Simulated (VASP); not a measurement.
# ZnSnN2 (P-4m2) in VASP: settings compared

The runs below take ZnSnN2 through single point, with PBE, r2SCAN.

Program: VASP 6.6.1. These are calculated values, not measurements. Logs are shortened: lines on timing, memory, paths and dates and some standing lists are left out, and cuts for length are marked.

## 1. The cell of the first run

Symmetry: P-4m2, No. 115, tetragonal system. The conventional cell has a = 3.382 Å, b = 3.382 Å, c = 4.700 Å, α = 90.00°, β = 90.00°, γ = 90.00°. Zn (site symmetry -4m2) has 4 N at 2.05 Å within 2.7 Å. Within 2.7 Å of N (site symmetry 2mm) lie 2 Zn at 2.05 Å and 2 Sn at 2.07 Å. Sn (site symmetry -4m2) has 4 N at 2.07 Å within 2.7 Å.

## 2. Single point, PBE

Input file INCAR:

```
SYSTEM = ZnSnN2
PREC = Accurate
ENCUT = 520
EDIFF = 1E-6
ISMEAR = -1
SIGMA = 0.02
LREAL = .False.
LASPH = .True.
NELM = 80
ALGO = Normal
ISIF = 2
LWAVE = .False.
LCHARG = .False.
GGA = PE
NBANDS = 26
```

Input file KPOINTS:

```
Automatic mesh
0
Gamma
  6 6 4
  0 0 0
```

Input file POSCAR:

```
ZnSnN2
1.0
    3.3820201418      0.0000000000      0.0000000000
    0.0000000000      3.3820201418      0.0000000000
    0.0000000000      0.0000000000      4.6996405198
Zn N Sn
1 2 1
Direct
    0.0000000000      0.0000000000      0.0000000000
    0.0000000000      0.5000000000      0.2448435876
    0.5000000000      0.0000000000      0.7551564124
    0.5000000000      0.5000000000      0.5000000000
```

Potentials or basis: VASP PAW PBE potentials, release 64 (Zn, N, Sn_d).

Run with:

```bash
$ cat potpaw_PBE.64/Zn/POTCAR potpaw_PBE.64/N/POTCAR potpaw_PBE.64/Sn_d/POTCAR > POTCAR
$ mpirun -np 1 vasp_std > vasp.out
```

OUTCAR:

```text
SYSTEM = ZnSnN2
   PREC = Accurate
   ENCUT = 520
   EDIFF = 1E-6
   ISMEAR = -1
   LREAL = .False.
   LASPH = .True.
   NELM = 80
   ISIF = 2
   GGA = PE

 ion  position               nearest neighbor table
   1  0.000  0.000  0.000-   2 2.05   3 2.05   2 2.05   3 2.05   4 3.35   4 3.35   4 3.35   4 3.35
                             4 3.35   4 3.35   4 3.35   4 3.35
   2  0.000  0.500  0.245-   1 2.05   1 2.05   4 2.07   4 2.07
   3  0.500  0.000  0.755-   1 2.05   1 2.05   4 2.07   4 2.07
   4  0.500  0.500  0.500-   2 2.07   3 2.07   3 2.07   2 2.07   1 3.35   1 3.35   1 3.35   1 3.35
                             1 3.35   1 3.35   1 3.35   1 3.35

  LATTYP: Found a simple tetragonal cell.
 ALAT       =     3.3820201418
 C/A-ratio  =     1.3895956626

  Lattice vectors:

 A1 = (   3.3820201418,   0.0000000000,   0.0000000000)
 A2 = (   0.0000000000,   3.3820201418,   0.0000000000)
 A3 = (   0.0000000000,   0.0000000000,   4.6996405198)

Analysis of symmetry for initial positions (statically):
=====================================================================
 Subroutine PRICEL returns:
 Original cell was already a primitive cell.

 Routine SETGRP: Setting up the symmetry group for a
 simple tetragonal supercell.

 Subroutine GETGRP returns: Found  8 space group operations
 (whereof  8 operations were pure point group operations)
 out of a pool of 16 trial point group operations.

The static configuration has the point symmetry D_2d.

Analysis of symmetry for dynamics (positions and initial velocities):
=====================================================================
 Subroutine PRICEL returns:
 Original cell was already a primitive cell.

 Routine SETGRP: Setting up the symmetry group for a
 simple tetragonal supercell.

 Subroutine GETGRP returns: Found  8 space group operations
 (whereof  8 operations were pure point group operations)
 out of a pool of 16 trial point group operations.

The dynamic configuration has the point symmetry D_2d.

 Subroutine INISYM returns: Found  8 space group operations
 (whereof  8 operations are pure point group operations),
 and found     1 'primitive' translations

----------------------------------------------------------------------------------------

                                     Primitive cell

[... 90 lines left out ...]
   LSORBIT =      F    spin-orbit coupling
   LASPH  =      T    aspherical Exc in radial PAW
   ENCUT  =  520.0 eV  38.22 Ry    6.18 a.u.   6.29  6.29  8.74*2*pi/ulx,y,z
   NELM   =     80;   NELMIN=  2; NELMDL= -5     # of ELM steps
   EDIFF  = 0.1E-05   stopping-criterion for ELM
   LREAL  =      F    real-space projection
   EDIFFG = 0.1E-04   stopping-criterion for IOM
   NSW    =      0    number of steps for IOM
   IBRION =     -1    ionic relax: 0-MD 1-quasi-New 2-CG
   NFREE  =      0    steps in history (QN), initial steepest desc. (CG)
   ISIF   =      2    stress and relaxation
   ISYM   =      2    0-nonsym 1-usesym 2-fastsym
   POTIM  = 0.5000    time-step for ionic-motion
   TEBEG  =    0.0;   TEEND  =   0.0 temperature during run
   PSTRESS=    0.0 pullay stress
   NELECT =      36.0000    total number of electrons
   NUPDOWN=      -1.0000    fix difference up-down
   EMIN   =  10.00;   EMAX   =-10.00  energy-range for DOS
   EFERMI =   0.00;   METHOD = LEGACY
   ISMEAR =    -1;   SIGMA  =   0.02  broadening in eV -4-tet -1-fermi 0-gaus
   EFERMI_NEDOS =   21; number of points for ismear=-14 and -15
   IALGO  =     38    algorithm
   IMIX   =      4    mixing-type and parameters
     AMIX     =   0.40;   BMIX     =  1.00
     AMIX_MAG =   1.60;   BMIX_MAG =  1.00
  volume/ion in A,a.u.               =      13.44        90.69
  Fermi-wavevector in a.u.,A,eV,Ry     =   1.432309  2.706671 27.912467  2.051508
  Thomas-Fermi vector in A             =   2.551950
   LORBIT       =      0    0 simple, 1 ext, 2 COOP (PROOUT), +10 PAW based schemes
   GGA     = PE    functional components
   LHFCALC =     F    Hartree Fock is set to
   AEXX    =    0.0000 exact exchange contribution
   IVDW    =     0    specifies the selected vdW correction
   LEPSILON=     F    determine dielectric tensor
   LRPA    =     F    only Hartree local field effects (RPA)
 non-spin polarized calculation
  energy-cutoff  :      520.00
  volume of cell :       53.75
 maximum number of plane-waves:      1465
 NGX is ok and might be reduce to    28
   NGX = 13   NGY = 13   NGZ = 17

 number of electron      35.9999979 magnetization

 Free energy of the ion-electron system (eV)
  ---------------------------------------------------
  ext. energy  EPLUGINS =         0.00000000
  ---------------------------------------------------
  free energy    TOTEN  =       -21.36807411 eV

  energy without entropy =      -21.36743966  energy(sigma->0) =      -21.36775689

 E-fermi :   5.4811     XC(G=0): -11.0919

 val. band max:        5.4717810887   @ k =   0.0000   0.0000   0.0000
 cond. band min:       6.9473595646   @ k =   0.1667   0.0000   0.0000
 fundamental gap:      1.4755784759
 Fermi energy:         5.4811411138

 k-point     1 :       0.0000    0.0000    0.0000
  band No.  band energies     occupation
      1     -15.6886      2.00000
      2     -15.3984      2.00000
      3     -15.3984      2.00000
      4     -15.3677      2.00000
      5     -15.2326      2.00000
      6     -10.2252      2.00000
[... 685 lines left out ...]
     25      15.7508      0.00000
     26      15.7936      0.00000

 [... further k-points ...]

------------------------ aborting loop because EDIFF is reached ----------------------------------------

  FORCE on cell =-STRESS in cart. coord.  units (eV):
  Direction    XX          YY          ZZ          XY          YZ          ZX
  --------------------------------------------------------------------------------------
  -------------------------------------------------------------------------------------
  Total        1.7306636      1.7306636      1.7267331      0.0000000      0.0000000      0.0000000
  in kB       51.5829560     51.5829560     51.4658055      0.0000000      0.0000000      0.0000000
  external PRESSURE =      51.5439058 kB  Pullay stress =       0.0000000 kB

 VOLUME and BASIS-vectors are now :
 -----------------------------------------------------------------------------
  energy-cutoff  :      520.00
  volume of cell :       53.75
      direct lattice vectors                 reciprocal lattice vectors
     3.382020142  0.000000000  0.000000000     0.295681267  0.000000000  0.000000000
     0.000000000  3.382020142  0.000000000     0.000000000  0.295681267  0.000000000
     0.000000000  0.000000000  4.699640520     0.000000000  0.000000000  0.212782232

 POSITION                                       TOTAL-FORCE (eV/Angst)
 -----------------------------------------------------------------------------------
      0.00000      0.00000      0.00000         0.000000     -0.000000      0.000000
      0.00000      1.69101      1.15068         0.000000     -0.000000     -0.139034
      1.69101      0.00000      3.54896         0.000000     -0.000000      0.139034
      1.69101      1.69101      2.34982        -0.000000      0.000000      0.000000
 -----------------------------------------------------------------------------------
    total drift:                                0.000000      0.000000      0.000000

  FREE ENERGIE OF THE ION-ELECTRON SYSTEM (eV)
  ---------------------------------------------------
  free  energy   TOTEN  =       -21.3680741143 eV

  energy  without entropy=      -21.3674396582  energy(sigma->0) =      -21.36775689
```

stdout:

```text
POSCAR found type information on POSCAR ZnN Sn
 POSCAR found :  3 types and       4 ions
 scaLAPACK will be used
 LDA part: xc-table for (Slater+PW92), standard interpolation
 POSCAR, INCAR and KPOINTS ok, starting setup
 FFT: planning ... GRIDC
 FFT: planning ... GRID_SOFT
 FFT: planning ... GRID
 WAVECAR not read
 entering main loop
```

Wall time 17 s (1 thread of Intel Xeon 6975P-C (Granite Rapids), shared host); peak memory 0.19 GiB.

What came out:

| Quantity | Value |
| --- | --- |
| Free energy | -21.3681 eV |
| Pressure | 5.2 GPa |
| Largest force | 0.139 eV/Å |

Forces on the atoms (eV/Å):
```
Zn   0.000  0.000  0.000
N    0.000  0.000 -0.139
N    0.000  0.000  0.139
Sn   0.000  0.000  0.000
```

Levels at points of the mesh, in eV from the Fermi level:
```
           k point  band 16  band 17  band 18  band 19  band 20  band 21
(0.00, 0.00, 0.00)    -0.04    -0.02    -0.02    -0.01     2.64     6.08
(0.50, 0.00, 0.00)    -2.72    -1.77    -0.58     3.79     5.51     6.05
(0.50, 0.50, 0.00)    -2.60    -2.60    -1.95     2.79     2.79     5.06
(0.00, 0.00, 0.50)    -2.13    -0.98    -0.98     2.77     3.25     6.78
(0.50, 0.00, 0.50)    -1.21    -0.70    -0.51     2.51     4.18     6.84
(0.50, 0.50, 0.50)    -3.60    -3.34    -2.88     5.22     5.22     5.78
```

Caveat: spin-orbit coupling is left out, which moves the levels of the heavy elements.

[end of part 1 of 3]
